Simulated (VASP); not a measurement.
## Si: single point with PBEsol

The system is Si.

```xyz
2
Lattice="0.0000 2.6535 2.6535 2.6535 0.0000 2.6535 2.6535 2.6535 0.0000" Properties=species:S:1:pos:R:3 pbc="T T T"
Si    3.9803    3.9803    3.9803
Si    2.6535    2.6535    2.6535
```

* Program: VASP 6.6.1
* Task: single point
* Functional: PBEsol
* Potentials or basis: VASP PAW PBE potentials, release 64 (Si)
* Cutoff: 500 eV
* k mesh: 6 × 6 × 6
* Occupations: gaussian, width 0.1 eV
* Spin: no spin polarisation

* Pressure: 8.0 GPa
* Band gap on the k mesh: 0.44 eV, indirect (least direct gap 2.54 eV)

Levels at points of the mesh, in eV from the valence-band top:
```tsv
k point	band 1	band 2	band 3	band 4	band 5	band 6	band 7	band 8	band 9
(0.00, 0.00, 0.00)	-12.48	0.00	0.00	0.00	2.54	2.54	2.54	4.13	7.72
(0.50, 0.00, 0.00)	-9.95	-7.36	-1.27	-1.27	1.71	3.23	3.23	7.59	10.69
(0.50, 0.50, 0.00)	-8.07	-8.07	-3.06	-3.06	0.44	0.44	10.66	10.66	11.15
```

It took 8.1 s on 1 thread of Intel Xeon 8259CL (shared host), peak memory 0.14 GiB.

Caveat: the PAW data sets were made with another functional, which shifts forces and pressure a little. Expect the measured gap to be larger: semilocal functionals such as PBEsol lack the derivative discontinuity.
